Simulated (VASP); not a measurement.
A run of VASP 6.6.1:

The input INCAR:

```
PREC     = Accurate       # precision mode
ENCUT    = 520            # plane-wave cutoff, eV
EDIFF    = 1E-6           # SCF threshold, eV
ISMEAR   = -1             # smearing method
SIGMA    = 0.05           # smearing width, eV
LREAL    = False          # projectors in reciprocal space
LASPH    = True           # aspherical terms in the spheres
NELM     = 80             # most SCF steps
ALGO     = Normal         # electronic algorithm
ISIF     = 2              # what is computed and relaxed
LWAVE    = False          # write WAVECAR
LCHARG   = False          # write CHGCAR
GGA      = CA             # functional
NBANDS   = 18             # bands
```

File KPOINTS:

```
Automatic mesh
0
Gamma
  9 9 9
```

File POSCAR:

```
BiTe
1.0
    0.0000000000      3.1754421744      3.1754421744
    3.1754421744      0.0000000000      3.1754421744
    3.1754421744      3.1754421744      0.0000000000
Bi Te
1 1
Direct
    0.0000000000      0.0000000000      0.0000000000
    0.5000000000      0.5000000000      0.5000000000
```

Potentials or basis: VASP PAW LDA potentials, release 64 (Bi_d, Te).

Launch:

```console
$ cat potpaw_LDA.64/Bi_d/POTCAR potpaw_LDA.64/Te/POTCAR > POTCAR
$ mpirun -np 1 vasp_std > vasp.out
```

Hardware: 1 thread of Intel Xeon 6975P-C (shared host).

Question: Estimate the wall time of this run.

Answer: Wall time 30 s on 1 thread of Intel Xeon 6975P-C, on a shared host, peak memory 0.19 GiB. Counts: scf iterations 11, k points 35.
